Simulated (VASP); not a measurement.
Input of a VASP 6.6.1 run:

File INCAR:

```
SYSTEM = CsSnI3
ALGO = Normal
EDIFF = 1E-7
ENCUT = 520
GGA = PS
ISIF = 2
ISMEAR = 0
LASPH = .True.
LCHARG = .True.
LELF = .True.
LREAL = .False.
LVHAR = .True.
LWAVE = .False.
NBANDS = 30
NELM = 100
PREC = Accurate
SIGMA = 0.01
```

Contents of KPOINTS:

```
k-points
0
Gamma
  6 6 6
  0 0 0
```

Contents of POSCAR:

```
CsSnI3
1.0
    6.5021156810      0.0000000000      0.0000000000
    0.0000000000      6.5021156810      0.0000000000
    0.0000000000      0.0000000000      6.5021156810
Cs Sn I
1 1 3
Direct
    0.0000000000      0.0000000000      0.0000000000
    0.5000000000      0.5000000000      0.5000000000
    0.0000000000      0.5000000000      0.5000000000
    0.5000000000      0.0000000000      0.5000000000
    0.5000000000      0.5000000000      0.0000000000
```

Potentials or basis: VASP PAW PBE potentials, release 64 (Cs_sv, Sn_d, I).

The run is started by

```bash
$ cat potpaw_PBE.64/Cs_sv/POTCAR potpaw_PBE.64/Sn_d/POTCAR potpaw_PBE.64/I/POTCAR > POTCAR
$ mpirun -np 1 vasp_std > vasp.out
```

(1) Predict the pressure.

(2) Predict the band gap on the k mesh.

Results:

(1) -2.1 GPa.

(2) 0.80 eV, direct.

Caveat: the cell differs from its parent crystal (equal strain along all axes, cell held: +6.0 %); the PAW data sets were made with another functional, which shifts forces and pressure a little; spin-orbit coupling is left out, which moves the levels of the heavy elements.
